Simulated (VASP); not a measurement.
GaSb: single point with PBEsol+D3(BJ)

GaSb:

```
Ga Sb
1.0
    -2.66435    2.66435    1.53480
     2.66435   -2.66435    1.53480
     2.66435    2.66435   -1.53480
Ga Sb
1 1
Cartesian
  2.6643 0.0000 0.7674
  0.0000 0.0000 0.0000
```

```yaml
Program: VASP 6.6.1
Task: single point
Functional: PBEsol
Dispersion: D3(BJ)
Potentials_or_basis: VASP PAW PBE potentials, release 64 (Ga_d, Sb)
Cutoff: 520 eV
k_mesh: 8 × 8 × 8
Occupations: fermi-dirac, width 0.05 eV
Spin: no spin polarisation
Dipole_correction: no
Further_INCAR_settings: ALGO = Normal; EDIFF = 1e-07; NBANDS = 16
```

* Pressure: 0.1 GPa
* Band gap on the k mesh: zero (band 9 reaches 9.45 eV, above the bottom of band 10 at 5.30 eV)
* Dispersion energy per atom: -0.423 eV

Levels at points of the mesh, in eV from the Fermi level:
```csv
k point,band 6,band 7,band 8,band 9,band 10,band 11,band 12,band 13
"(0.00, 0.00, 0.00)",-12.72,-2.63,-2.11,-2.11,3.22,5.73,7.68,7.68
"(0.50, 0.00, 0.00)",-8.47,-6.11,-2.47,-1.67,-1.30,2.24,3.55,5.57
"(0.50, 0.50, 0.00)",-11.01,-8.68,0.04,1.79,2.44,2.51,5.04,6.86
"(0.50, 0.50, 0.50)",-9.56,-6.22,-5.58,-5.58,3.80,5.18,11.49,11.49
```

It took 47 s on 1 thread of Intel(R) Xeon(R) Platinum 8375C CPU @ 2.90GHz (Ice Lake) (shared host), peak memory 0.2 GiB.

Caveat: the PAW data sets were made with another functional, which shifts forces and pressure a little; spin-orbit coupling is left out, which moves the levels of the heavy elements; pairwise dispersion overbinds metals, which lowers pressure and volume.
